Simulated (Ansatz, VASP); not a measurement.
**One calculation of MnSb, two programs**

Contents of INCAR:

```
SYSTEM = MnSb
PREC = Accurate
ENCUT = 500
EDIFF = 1E-6
ISMEAR = 0
SIGMA = 0.1
LREAL = .False.
LASPH = .True.
NELM = 120
ALGO = Normal
ISIF = 2
LWAVE = .False.
LCHARG = .True.
GGA = PE
LELF = .True.
LVHAR = .True.
NBANDS = 16
GGA_COMPAT = .False.
```

Contents of KPOINTS:

```
regular mesh
0
Gamma
  4 4 4
  0 0 0
```

POSCAR

```
MnSb
1.0
    0.0000000000      2.7950160000      2.7950160000
    2.7950160000      0.0000000000      2.7950160000
    2.7950160000      2.7950160000      0.0000000000
Mn Sb
1 1
Direct
    0.0000000000      0.0000000000      0.0000000000
    0.5000000000      0.5000000000      0.5000000000
```

Input for Ansatz:

```yaml
crystal:
  lattice:
    - [0.0, 2.795016, 2.795016]
    - [2.795016, 0.0, 2.795016]
    - [2.795016, 2.795016, 0.0]
  atoms:
    - { symbol: Mn, position: [0.0, 0.0, 0.0] }
    - { symbol: Sb, position: [0.5, 0.5, 0.5] }
basis:
  ecutwfc: 420
kpoints:
  mp_grid: { grid: [4, 4, 4] }
hamiltonian:
  xc: pbe
scf:
  occupations: { method: gaussian, width: 0.1 }
output:
  forces: true
  stress: true
  eigenvalues: true
```

Alike in both runs: task single point; functional PBE; k mesh 4 × 4 × 4; occupations gaussian, width 0.1 eV; no spin polarisation.

|  | VASP | Ansatz |
| --- | --- | --- |
| version | VASP 6.6.1 | Ansatz 0.2.0 |
| potentials or method | VASP PAW PBE potentials, release 64 (Mn_pv, Sb), cutoff 500 eV | scalar-relativistic, plane waves, PAW |
| valence electrons in the cell | 18 | 30 |

```tsv
	VASP	Ansatz	Ansatz less VASP
gap on the k mesh at the Fermi level (eV)	none	none	-
pressure (GPa)	-13.9	-13.8	+0.10
```

A gap of «none» marks a metal or a gap that the smearing closes. With one functional, cell and mesh, what is left measures potentials, basis and numerics. VASP's potentials hold 18 valence electrons a cell and Ansatz's 30, so a difference there can come from the potentials and not from the codes.

The k mesh is coarse, so the values compare programs but aren't converged. Spin-orbit coupling is off throughout.
